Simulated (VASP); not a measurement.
Write the native input for VASP 6.6.1 that does the following.

- Task: single point
- Functional: PBEsol
- Potentials or basis: VASP PAW PBE potentials, release 64 (Ta_pv, N)
- Cutoff: 520 eV
- k mesh: 4 × 4 × 7
- Occupations: gaussian, width 0.05 eV
- Spin: collinear spin
- Starting moments: [0.97, -0.1, -0.1, 0.02, 0.02, 0.02] μB
- Hubbard terms: Ta d U = 7.0 eV
- Dipole correction: no
- Further INCAR settings: ALGO = Normal; EDIFF = 1e-07; NBANDS = 37

The structure of TaN lies in POSCAR:

```
TaN
1.0
    5.1850002000      0.0000000000      0.0000000000
   -2.5925001000      4.4903418900      0.0000000000
    0.0000000000      0.0000000000      2.9080005300
Ta N
3 3
Direct
    0.0000000000      0.0000000000      0.0000000000
    0.3333333333      0.6666666667      0.5000000000
    0.6666666667      0.3333333333      0.5000000000
    0.5000000000      0.0000000000      0.0000000000
    0.5000000000      0.5000000000      0.0000000000
    0.0000000000      0.5000000000      0.0000000000
```

The input as run:

INCAR

```
  PREC = Accurate
  ENCUT = 520
  EDIFF = 1E-7
  ISMEAR = 0
  SIGMA = 0.05
  LREAL = False
  LASPH = True
  NELM = 150
  ALGO = Normal
  ISIF = 2
  LWAVE = False
  LCHARG = False
  ISPIN = 2
  MAGMOM = 0.97 -0.1 -0.1 0.02 0.02 0.02
  LORBIT = 11
  LMAXMIX = 4
  LDAU = True
  LDAUTYPE = 2
  LDAUL = 2 -1
  LDAUU = 7 0
  LDAUJ = 0 0
  LDAUPRINT = 1
  GGA = PS
  NBANDS = 37
```

KPOINTS

```
Automatic mesh
0
Gamma
  4 4 7
```

Potentials or basis: VASP PAW PBE potentials, release 64 (Ta_pv, N).

Command:

```sh
$ cat potpaw_PBE.64/Ta_pv/POTCAR potpaw_PBE.64/N/POTCAR > POTCAR
$ mpirun -np 1 vasp_std > vasp.out
```

Results of the run:

* Pressure: 24.6 GPa
* Band gap on the k mesh: zero (filled and empty bands overlap)
* Net moment: 0.00 μB per cell
* Valence electrons inside the program's atomic spheres: Ta 8.42, 8.85 (each value once); N 3.85

Caveat: the cell stands under pressure; the PAW data sets were made with another functional, which shifts forces and pressure a little; spin-orbit coupling is left out, which moves the levels of the heavy elements.

Run time: 3 min on 1 thread of AMD EPYC 7R13, on a shared host, peak memory 0.22 GiB.
